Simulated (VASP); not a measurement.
Runs of VASP 6.6.1 on Pt. The structure is that of space group P6_3/mmc (No. 194), or close to it. The cells are those of the table. 

```csv
task,cell,cutoff (eV),gap on the mesh (eV),pressure (GPa)
relaxation of cell and atoms,"relaxed from a = 2.770, b = 2.770, c = 4.523 Å, angles 90.0, 90.0, 120.0°, 2 atoms",600,none,0.0
relaxation of cell and atoms,"relaxed to 20 GPa from a = 2.770, b = 2.770, c = 4.523 Å, angles 90.0, 90.0, 120.0°, 2 atoms",600,none,20.0
single point,"a = 2.608, b = 2.608, c = 4.438 Å, angles 90.0, 90.0, 120.0°, 2 atoms",520,none,59.9
single point,"a = 2.675, b = 2.675, c = 4.590 Å, angles 90.0, 90.0, 120.0°, 2 atoms",520,none,19.6
relaxation of cell and atoms,"relaxed to 40 GPa from a = 2.770, b = 2.770, c = 4.523 Å, angles 90.0, 90.0, 120.0°, 2 atoms",600,none,40.0
relaxation of cell and atoms,"relaxed to 60 GPa from a = 2.770, b = 2.770, c = 4.523 Å, angles 90.0, 90.0, 120.0°, 2 atoms",600,none,60.0
single point,"a = 2.639, b = 2.639, c = 4.503 Å, angles 90.0, 90.0, 120.0°, 2 atoms",520,none,(a)
single point,"a = 2.722, b = 2.722, c = 4.713 Å, angles 90.0, 90.0, 120.0°, 2 atoms",520,none,-0.4
```

Alike in all rows: level PBEsol; potentials or basis VASP PAW PBE potentials, release 64 (Pt); no spin polarisation; k mesh 9 × 9 × 5; smearing methfessel-paxton 0.05 eV.

**Question.** Fill in the values left out.

**Answer.** (a) 39.7.

Caveats: the PAW data sets were made with another functional, which shifts forces and pressure a little; spin-orbit coupling is left out, which moves the levels of the heavy elements; the cell is relaxed towards a set pressure, so the enthalpy falls and the energy may rise (some runs).

A k mesh can miss the band edges, and the runs leave out spin-orbit coupling on Pt.

A gap of «none» marks levels without a gap at the run's occupations.
